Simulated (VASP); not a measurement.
# VO2 (P4_2/mnm) in VASP: single point with PBE

Aim: the single point of VO2 with PBE.

Program: VASP 6.6.1. These are calculated values, not measurements. Logs are shortened: lines on timing, memory, paths and dates and some standing lists are left out, and cuts for length are marked.

## (1) The cell of the first run

It takes space group P4_2/mnm (No. 136, tetragonal). The conventional cell has a = 4.530 Å, b = 4.530 Å, c = 2.869 Å, α = 90.00°, β = 90.00°, γ = 90.00°. V (site symmetry mmm) has 6 O at 1.90 to 1.95 Å within 2.5 Å. O (site symmetry m2m) has 3 V at 1.90 to 1.95 Å and 1 O at 2.50 Å within 2.5 Å.

## (2) Single point, PBE, collinear spin, antiferromagnetic start

INCAR reads:

```
PREC     = Accurate       # precision mode
ENCUT    = 600            # plane-wave cutoff, eV
EDIFF    = 1E-6           # SCF threshold, eV
ISMEAR   = 1              # smearing method
SIGMA    = 0.05           # smearing width, eV
LREAL    = False          # projectors in reciprocal space
LASPH    = True           # aspherical terms in the spheres
NELM     = 200            # most SCF steps
ALGO     = Normal         # electronic algorithm
ISIF     = 2              # what is computed and relaxed
LWAVE    = False          # write WAVECAR
LCHARG   = False          # write CHGCAR
ISPIN    = 2              # spin polarisation
MAGMOM   = 1 -1 0 0 0 0   # initial moments
LORBIT   = 11             # projections on sites
LMAXMIX  = 4              # l up to which the mixer works
GGA      = PE             # functional
NBANDS   = 38             # bands
GGA_COMPAT= False
```

KPOINTS reads:

```
regular mesh
0
Gamma
  5 5 7
```

POSCAR reads:

```
VO2
1.0
    4.5300000000      0.0000000000      0.0000000000
    0.0000000000      4.5300000000      0.0000000000
    0.0000000000      0.0000000000      2.8690000000
V O
2 4
Direct
    0.0000000000      0.0000000000      0.0000000000
    0.5000000000      0.5000000000      0.5000000000
    0.3050000000      0.3050000000      0.0000000000
    0.1950000000      0.8050000000      0.5000000000
    0.6950000000      0.6950000000      0.0000000000
    0.8050000000      0.1950000000      0.5000000000
```

Potentials or basis: VASP PAW PBE potentials, release 64 (V_sv, O).

Launch:

```sh
> cat potpaw_PBE.64/V_sv/POTCAR potpaw_PBE.64/O/POTCAR > POTCAR
> mpirun -np 1 vasp_std > vasp.out
```

OUTCAR:

```text
PREC = Accurate
   ENCUT = 600
   EDIFF = 1E-6
   ISMEAR = 1
   LREAL = False
   LASPH = True
   NELM = 200
   ISIF = 2
   ISPIN = 2
   LORBIT = 11
   GGA = PE

 ion  position               nearest neighbor table
   1  0.000  0.000  0.000-   4 1.90   6 1.90   4 1.90   6 1.90   5 1.95   3 1.95
   2  0.500  0.500  0.500-   3 1.90   5 1.90   3 1.90   5 1.90   4 1.95   6 1.95
   3  0.305  0.305  0.000-   2 1.90   2 1.90   1 1.95
   4  0.195  0.805  0.500-   1 1.90   1 1.90   2 1.95
   5  0.695  0.695  0.000-   2 1.90   2 1.90   1 1.95
   6  0.805  0.195  0.500-   1 1.90   1 1.90   2 1.95

  LATTYP: Found a simple tetragonal cell.
 ALAT       =     4.5300000000
 C/A-ratio  =     0.6333333333

  Lattice vectors:

 A1 = (   4.5300000000,   0.0000000000,   0.0000000000)
 A2 = (   0.0000000000,   4.5300000000,   0.0000000000)
 A3 = (   0.0000000000,   0.0000000000,   2.8690000000)

Analysis of symmetry for initial positions (statically):
=====================================================================
 Subroutine PRICEL returns:
 Original cell was already a primitive cell.

 Routine SETGRP: Setting up the symmetry group for a
 simple tetragonal supercell.

 Subroutine GETGRP returns: Found 16 space group operations
 (whereof  8 operations were pure point group operations)
 out of a pool of 16 trial point group operations.

The static configuration has the point symmetry D_2h.
 The point group associated with its full space group is D_4h.

Analysis of symmetry for dynamics (positions and initial velocities):
=====================================================================
 Subroutine PRICEL returns:
 Original cell was already a primitive cell.

 Routine SETGRP: Setting up the symmetry group for a
 simple tetragonal supercell.

 Subroutine GETGRP returns: Found 16 space group operations
 (whereof  8 operations were pure point group operations)
 out of a pool of 16 trial point group operations.

The dynamic configuration has the point symmetry D_2h.
 The point group associated with its full space group is D_4h.

Analysis of structural, dynamic, and magnetic symmetry:
=====================================================================
 Subroutine PRICEL returns:
 Original cell was already a primitive cell.

 Routine SETGRP: Setting up the symmetry group for a
 simple tetragonal supercell.

 Subroutine GETGRP returns: Found 16 space group operations
 (whereof  8 operations were pure point group operations)
 out of a pool of 16 trial point group operations.

The overall configuration has the point symmetry D_2h.
 The point group associated with its full space group is D_4h.

 Subroutine INISYM returns: Found 16 space group operations
 (whereof  8 operations are pure point group operations),
 and found     1 'primitive' translations

----------------------------------------------------------------------------------------

                                     Primitive cell

  volume of cell :      58.8745

  direct lattice vectors                    reciprocal lattice vectors
     4.530000000  0.000000000  0.000000000     0.220750552  0.000000000  0.000000000
     0.000000000  4.530000000  0.000000000     0.000000000  0.220750552  0.000000000
     0.000000000  0.000000000  2.869000000     0.000000000  0.000000000  0.348553503

  length of vectors
     4.530000000  4.530000000  2.869000000     0.220750552  0.220750552  0.348553503

  position of ions in fractional coordinates (direct lattice)
     0.000000000  0.000000000  0.000000000
     0.500000000  0.500000000  0.500000000
     0.305000000  0.305000000  0.000000000
     0.195000000  0.805000000  0.500000000
     0.695000000  0.695000000  0.000000000
     0.805000000  0.195000000  0.500000000

  ion indices of the primitive-cell ions
   primitive index   ion index
                 1           1
                 2           2
                 3           3
                 4           4
                 5           5
                 6           6

----------------------------------------------------------------------------------------

 KPOINTS: regular mesh

Automatic generation of k-mesh.
 Grid dimensions read from file:
 generate k-points for:    5    5    7

 Generating k-lattice:

  Cartesian coordinates                     Fractional coordinates (reciprocal lattice)
     0.044150110  0.000000000  0.000000000     0.200000000  0.000000000  0.000000000
     0.000000000  0.044150110  0.000000000     0.000000000  0.200000000  0.000000000
     0.000000000  0.000000000  0.049793358     0.000000000  0.000000000  0.142857143

  Length of vectors
     0.044150110  0.044150110  0.049793358

  Shift w.r.t. Gamma in fractional coordinates (k-lattice)
     0.000000000  0.000000000  0.000000000

 Subroutine IBZKPT returns following result:
 ===========================================

 Found     24 irreducible k-points:

 Following reciprocal coordinates:
            Coordinates               Weight
  0.000000  0.000000  0.000000      1.000000
  0.200000  0.000000  0.000000      4.000000
  0.400000  0.000000  0.000000      4.000000
  0.200000  0.200000  0.000000      4.000000
  0.400000  0.200000  0.000000      8.000000
  0.400000  0.400000  0.000000      4.000000
[... 16 lines left out ...]
  0.400000  0.200000  0.428571     16.000000
  0.400000  0.400000  0.428571      8.000000
   k-points           NKPTS =     24   k-points in BZ     NKDIM =     24   number of bands    NBANDS=     38
   number of dos      NEDOS =    301   number of ions     NIONS =      6
   total plane-waves  NPLWV =  31104
   dimension x,y,z NGX =    36 NGY =   36 NGZ =   24
   dimension x,y,z NGXF=    72 NGYF=   72 NGZF=   48
   ions per type =               2   4
   NGX,Y,Z   is equivalent  to a cutoff of  13.21, 13.21, 13.91 a.u.
   NGXF,Y,Z  is equivalent  to a cutoff of  26.42, 26.42, 27.81 a.u.
 SYSTEM =  unknown system
   PREC   = accura    normal or accurate (medium, high low for compatibility)
   ISTART =      0    job   : 0-new  1-cont  2-samecut
   ICHARG =      2    charge: 1-file 2-atom 10-const
   ISPIN  =      2    spin polarized calculation?
   LNONCOLLINEAR =      F non collinear calculations
   LSORBIT =      F    spin-orbit coupling
   LASPH  =      T    aspherical Exc in radial PAW
   ENCUT  =  600.0 eV  44.10 Ry    6.64 a.u.   9.05  9.05  5.73*2*pi/ulx,y,z
   NELM   =    200;   NELMIN=  2; NELMDL= -5     # of ELM steps
   EDIFF  = 0.1E-05   stopping-criterion for ELM
   LREAL  =      F    real-space projection
   EDIFFG = 0.1E-04   stopping-criterion for IOM
   NSW    =      0    number of steps for IOM
   IBRION =     -1    ionic relax: 0-MD 1-quasi-New 2-CG
   NFREE  =      0    steps in history (QN), initial steepest desc. (CG)
   ISIF   =      2    stress and relaxation
   ISYM   =      2    0-nonsym 1-usesym 2-fastsym
   POTIM  = 0.5000    time-step for ionic-motion
   TEBEG  =    0.0;   TEEND  =   0.0 temperature during run
   PSTRESS=    0.0 pullay stress
   NELECT =      50.0000    total number of electrons
   NUPDOWN=      -1.0000    fix difference up-down
   EMIN   =  10.00;   EMAX   =-10.00  energy-range for DOS
   EFERMI =   0.00;   METHOD = LEGACY
   ISMEAR =     1;   SIGMA  =   0.05  broadening in eV -4-tet -1-fermi 0-gaus
   EFERMI_NEDOS =   21; number of points for ismear=-14 and -15
   IALGO  =     38    algorithm
   IMIX   =      4    mixing-type and parameters
     AMIX     =   0.40;   BMIX     =  1.00
     AMIX_MAG =   1.60;   BMIX_MAG =  1.00
  volume/ion in A,a.u.               =       9.81        66.22
  Fermi-wavevector in a.u.,A,eV,Ry     =   1.550324  2.929688 32.701671  2.403505
  Thomas-Fermi vector in A             =   2.655004
   LORBIT       =     11    0 simple, 1 ext, 2 COOP (PROOUT), +10 PAW based schemes
   GGA     = PE    functional components
   LHFCALC =     F    Hartree Fock is set to
   AEXX    =    0.0000 exact exchange contribution
   IVDW    =     0    specifies the selected vdW correction
   LEPSILON=     F    determine dielectric tensor
   LRPA    =     F    only Hartree local field effects (RPA)
 spin polarized calculation
 Methfessel and Paxton  Order N= 1 SIGMA  =   0.05
  energy-cutoff  :      600.00
  volume of cell :       58.87
 maximum number of plane-waves:      1980
   NGX = 19   NGY = 19   NGZ = 11

 number of electron      49.9999990 magnetization      -0.0000000

 number of electron      49.9999991 magnetization       0.0000000

 Free energy of the ion-electron system (eV)
  ---------------------------------------------------
  ext. energy  EPLUGINS =         0.00000000
  ---------------------------------------------------
  free energy    TOTEN  =       -51.71601626 eV

  energy without entropy =      -51.71630370  energy(sigma->0) =      -51.71611208

 E-fermi :   6.5468     XC(G=0): -11.7890

 val. band max:        6.5426987815   @ k =   0.4000   0.4000   0.1429
 cond. band min:       6.5567596812   @ k =   0.2000   0.0000   0.4286
 fundamental gap:      0.0140608997
 Fermi energy:         6.5467883514

 spin component 1

 k-point     1 :       0.0000    0.0000    0.0000
  band No.  band energies     occupation
      1     -59.4645      1.00000
      2     -58.8782      1.00000
      3     -33.3366      1.00000
      4     -33.2568      1.00000
      5     -33.1760      1.00000
      6     -32.7111      1.00000
[... 29 lines left out ...]
     36      16.9412      0.00000
     37      17.0066      0.00000

 k-point     2 :       0.2000    0.0000    0.0000
  band No.  band energies     occupation
      1     -59.4645      1.00000
      2     -58.8782      1.00000
      3     -33.3365      1.00000
      4     -33.2559      1.00000
      5     -33.1748      1.00000
      6     -32.7130      1.00000
[... 872 lines left out ...]
 k-point    24 :       0.4000    0.4000    0.4286
  band No.  band energies     occupation
      1     -59.4346      1.00000
      2     -58.8478      1.00000
      3     -33.6540      1.00000
      4     -33.1882      1.00000
      5     -33.1510      1.00000
      6     -33.0306      1.00000
[... 29 lines left out ...]
     36      17.3621      0.00000
     37      18.9589      0.00000
 Fermi energy:         6.5467883514

 spin component 2

 k-point     1 :       0.0000    0.0000    0.0000
  band No.  band energies     occupation
      1     -59.4645      1.00000
      2     -58.8782      1.00000
      3     -33.3366      1.00000
      4     -33.2568      1.00000
      5     -33.1760      1.00000
      6     -32.7111      1.00000
[... 29 lines left out ...]
     36      16.9412      0.00000
     37      17.0066      0.00000

 k-point     2 :       0.2000    0.0000    0.0000
  band No.  band energies     occupation
      1     -59.4645      1.00000
      2     -58.8782      1.00000
      3     -33.3365      1.00000
      4     -33.2559      1.00000
      5     -33.1748      1.00000
      6     -32.7130      1.00000
[... 872 lines left out ...]
 k-point    24 :       0.4000    0.4000    0.4286
  band No.  band energies     occupation
      1     -59.4346      1.00000
      2     -58.8478      1.00000
      3     -33.6543      1.00000
      4     -33.1886      1.00000
      5     -33.1476      1.00000
      6     -33.0337      1.00000
[... 29 lines left out ...]
     36      17.3157      0.00000
     37      19.0045      0.00000
 [bands above 37 left out]

------------------------ aborting loop because EDIFF is reached ----------------------------------------

  FORCE on cell =-STRESS in cart. coord.  units (eV):
  Direction    XX          YY          ZZ          XY          YZ          ZX
  --------------------------------------------------------------------------------------
  -------------------------------------------------------------------------------------
  Total        2.1659376      2.1659376     -0.1377478      0.0000000      0.0000000      0.0000000
  in kB       58.9426374     58.9426374     -3.7485943      0.0000000      0.0000000      0.0000000
  external PRESSURE =      38.0455602 kB  Pullay stress =       0.0000000 kB

 VOLUME and BASIS-vectors are now :
 -----------------------------------------------------------------------------
  energy-cutoff  :      600.00
  volume of cell :       58.87
      direct lattice vectors                 reciprocal lattice vectors
     4.530000000  0.000000000  0.000000000     0.220750552  0.000000000  0.000000000
     0.000000000  4.530000000  0.000000000     0.000000000  0.220750552  0.000000000
     0.000000000  0.000000000  2.869000000     0.000000000  0.000000000  0.348553503

 POSITION                                       TOTAL-FORCE (eV/Angst)
 -----------------------------------------------------------------------------------
      0.00000      0.00000      0.00000         0.000000      0.000000      0.000000
      2.26500      2.26500      1.43450         0.000000      0.000000      0.000000
      1.38165      1.38165      0.00000        -0.327736     -0.327736     -0.000000
      0.88335      3.64665      1.43450         0.327736     -0.327736     -0.000000
      3.14835      3.14835      0.00000         0.327736      0.327736      0.000000
      3.64665      0.88335      1.43450        -0.327736      0.327736      0.000000
 -----------------------------------------------------------------------------------
    total drift:                                0.000000      0.000000      0.000000

  FREE ENERGIE OF THE ION-ELECTRON SYSTEM (eV)
  ---------------------------------------------------
  free  energy   TOTEN  =       -51.7160162638 eV

  energy  without entropy=      -51.7163036996  energy(sigma->0) =      -51.71611208

 total charge

# of ion       s       p       d       tot
------------------------------------------
    1        2.285   6.343   2.928  11.555
    2        2.285   6.343   2.928  11.555
    3        1.570   3.483   0.000   5.053
    4        1.570   3.483   0.000   5.053
    5        1.570   3.483   0.000   5.053
    6        1.570   3.483   0.000   5.053
--------------------------------------------------
tot         10.850  26.619   5.855  43.324

 magnetization (x)

# of ion       s       p       d       tot
------------------------------------------
    1        0.005   0.004   0.537   0.546
    2       -0.005  -0.004  -0.537  -0.546
    3        0.000   0.011   0.000   0.011
    4       -0.000  -0.011   0.000  -0.011
    5        0.000   0.011   0.000   0.011
    6       -0.000  -0.011   0.000  -0.011
--------------------------------------------------
tot          0.000   0.000   0.000   0.000
```

It took 61 s on 1 thread of Intel Xeon Platinum 8488C (Sapphire Rapids), shared host; peak memory 0.25 GiB.

Results:

```
Free energy                                           : -51.7160 eV
Pressure                                              : 3.8 GPa
Largest force                                         : 0.463 eV/Å
Band gap on the k mesh                                : zero (filled and empty bands overlap)
Net moment                                            : 0.00 μB per cell
Site moments                                          : V +0.55, -0.55; O +0.01, -0.01 (each value once) μB
Valence electrons inside the program's atomic spheres : V 11.55; O 5.05
```

Forces in eV/Å, atoms in the order of the input:
```
V    0.000  0.000  0.000
V    0.000  0.000  0.000
O   -0.328 -0.328  0.000
O    0.328 -0.328  0.000
O    0.328  0.328  0.000
O   -0.328  0.328  0.000
```

Stress tensor (GPa, compression positive):
```
 5.89  0.00  0.00
 0.00  5.89  0.00
 0.00  0.00 -0.37
```

Levels at points of the mesh, in eV from the Fermi level:
Spin up:
| k point | band 23 | band 24 | band 25 | band 26 | band 27 | band 28 |
| --- | --- | --- | --- | --- | --- | --- |
| (0.00, 0.00, 0.00) | -2.14 | -1.78 | -0.69 | -0.32 | -0.07 | 0.14 |
Spin down:
```csv
k point,band 23,band 24,band 25,band 26,band 27,band 28
"(0.00, 0.00, 0.00)",-2.14,-1.78,-0.69,-0.32,-0.07,0.14
```

Caveat: the stress differs along the axes, from -0 to 6 GPa; semilocal functionals often make such compounds metallic where correlation or magnetic order opens a gap, which also shifts bond lengths.
